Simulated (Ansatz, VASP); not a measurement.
## Two plane-wave programs on NbH2

```
Nb H
1.0
     0.00000    2.28150    2.28150
     2.28150    0.00000    2.28150
     2.28150    2.28150    0.00000
Nb H
1 2
Direct
  0.00000 0.00000 0.00000
  0.22261 0.22261 0.27739
  0.72261 0.72261 0.77739
```

Change from the starting cell: all H atoms moved +0.125 Å, as atom 2 towards its neighbour atom 3 (H) at 2.281 Å.

Alike in both runs: task single point; functional PBEsol; k mesh 18 × 18 × 18; occupations gaussian, width 0.15 eV; no spin polarisation.

|  | VASP | Ansatz |
| --- | --- | --- |
| version | VASP 6.6.1 | Ansatz 0.2.0 |
| potentials or method | VASP PAW PBE potentials, release 64 (Nb_sv, H), cutoff 520 eV | scalar-relativistic, plane waves, PAW |
| valence electrons in the cell | 15 | 15 |

|  | VASP | Ansatz | Ansatz less VASP |
| --- | --- | --- | --- |
| gap on the k mesh at the Fermi level (eV) | none | none | - |
| pressure (GPa) | -4.7 | -4.3 | +0.44 |
| traceless stress, the component that is largest in VASP (GPa) | -0.98 | -0.99 | -0.003 |
| rms of the force components (eV/Å) | 0.427 | 0.427 | +0.0001 |

VASP's potentials were made for PBE, not for PBEsol. Atom by atom the forces differ by 0.000 eV/Å (rms over components). A gap of «none» marks a metal or a gap that the smearing closes. The functional is the same, so the differences come from potentials, cutoffs and numerics.
